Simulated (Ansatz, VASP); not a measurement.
# ZnSe: VASP beside Ansatz

Contents of INCAR:

```
SYSTEM = ZnSe
  PREC = Accurate
  ENCUT = 520
  EDIFF = 1E-7
  ISMEAR = 0
  SIGMA = 0.05
  LREAL = .False.
  LASPH = .True.
  NELM = 80
  ALGO = Normal
  ISIF = 2
  LWAVE = .False.
  LCHARG = .True.
  GGA = PE
  LELF = .True.
  LVHAR = .True.
  NBANDS = 16
```

The input KPOINTS:

```
Automatic mesh
0
Gamma
  10 10 10
  0 0 0
```

The input POSCAR:

```
ZnSe
1.0
    0.0000000000      2.7131783754      3.0608961817
    3.0608961817      0.0000000000      3.0608961817
    3.0608961817      2.7131783754      0.0000000000
Zn Se
1 1
Direct
    0.0000000000      0.0000000000      0.0000000000
    0.7500000000      0.7500000000      0.7500000000
```

Input for Ansatz:

```yaml
crystal:
  lattice:
    - [0.0, 2.7131783754, 3.0608961817]
    - [3.0608961817, 0.0, 3.0608961817]
    - [3.0608961817, 2.7131783754, 0.0]
  atoms:
    - { symbol: Zn, position: [0.0, 0.0, 0.0] }
    - { symbol: Se, position: [0.75, 0.75, 0.75] }
basis:
  ecutwfc: 520.0
kpoints:
  mp_grid: { grid: [10, 10, 10] }
hamiltonian:
  xc: pbe
  pseudopotentials: { kind: paw, azcp: { folder: soft_1 } }
scf:
  occupations: { method: gaussian, width: 0.05 }
output:
  forces: true
  stress: true
  eigenvalues: true
```

Alike in both runs: task single point; functional PBE; k mesh 10 × 10 × 10; occupations gaussian, width 0.05 eV; no spin polarisation.

```csv
,VASP,Ansatz
version,VASP 6.6.1,Ansatz 0.2.0
potentials or method,"VASP PAW PBE potentials, release 64 (Zn, Se), cutoff 520 eV","scalar-relativistic, plane waves, PAW"
valence electrons in the cell,18,28
```

|  | VASP | Ansatz | Ansatz less VASP |
| --- | --- | --- | --- |
| gap on the k mesh at the Fermi level (eV) | 0.60 | 0.60 | -0.001 |
| least direct gap on the mesh (eV) | 0.60 | 0.60 | -0.001 |
| pressure (GPa) | -3.7 | -3.8 | -0.15 |
| traceless stress, the component that is largest in VASP (GPa) | 2.33 | 2.35 | +0.018 |

The functional is the same, so the differences come from potentials, cutoffs and numerics. VASP's potentials hold 18 valence electrons a cell and Ansatz's 28, so a difference there can come from the potentials and not from the codes.
